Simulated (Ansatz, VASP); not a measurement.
## One calculation of TiC, two programs

Contents of INCAR:

```
SYSTEM = TiC
  PREC = Accurate
  ENCUT = 520
  EDIFF = 1E-7
  ISMEAR = -1
  SIGMA = 0.1
  LREAL = .False.
  LASPH = .True.
  NELM = 60
  ALGO = Normal
  ISIF = 2
  LWAVE = .False.
  LCHARG = .True.
  GGA = CA
  LELF = .True.
  LVHAR = .True.
  NBANDS = 15
```

File KPOINTS:

```
regular mesh
0
Gamma
  12 12 12
  0 0 0
```

The input POSCAR:

```
TiC
1.0
    0.0000000000      2.1304766616      2.1304766616
    2.1304766616      0.0000000000      2.1304766616
    2.1304766616      2.1304766616      0.0000000000
Ti C
1 1
Direct
    0.0000000000      0.0000000000      0.0000000000
    0.5000000000      0.5000000000      0.5000000000
```

Input for Ansatz:

```yaml
crystal:
  lattice:
    - [0.0, 2.13047666157, 2.13047666157]
    - [2.13047666157, 0.0, 2.13047666157]
    - [2.13047666157, 2.13047666157, 0.0]
  atoms:
    - { symbol: Ti, position: [0.0, 0.0, 0.0] }
    - { symbol: C, position: [0.5, 0.5, 0.5] }
kpoints:
  mp_grid: { grid: [12, 12, 12] }
scf:
  occupations: { method: fermi_dirac, width: 0.1 }
hamiltonian:
  xc: lda
  pseudopotentials: { kind: all_electron, lapw: { basis_error: 0.001 } }
output:
  forces: true
  stress: true
  eigenvalues: true
  eigenstates:
    nscf_kmesh: { grid: [24, 24, 24] }
    de_dk: true
    e_range: [-14, 14]
  optics:
    e_range: [0, 30]
    de: 0.2
    sigma: 0.15
    bands: { spectra_wanted_up_to: 30 }
    nscf_kmesh: { grid: [24, 24, 24] }
    drude_damping: 0.05
checkpoint:
  write: ck
  write_wavefunctions: false
```

Alike in both runs: task single point; functional LDA; k mesh 12 × 12 × 12; occupations fermi-dirac, width 0.1 eV; no spin polarisation.

|  | VASP | Ansatz |
| --- | --- | --- |
| version | VASP 6.6.1 | Ansatz 0.2.0 |
| potentials or method | VASP PAW LDA potentials, release 64 (Ti_sv, C), cutoff 520 eV | all-electron LAPW, scalar-relativistic |

|  | VASP | Ansatz | Ansatz less VASP |
| --- | --- | --- | --- |
| pressure (GPa) | 0.7 | 0.1 | -0.59 |

LDA's correlation is that of Perdew and Zunger in VASP and of Perdew and Wang (1992) in Ansatz. Ansatz ran all-electron here, and VASP with PAW potentials. Ansatz's warnings: optics on partly filled bands.
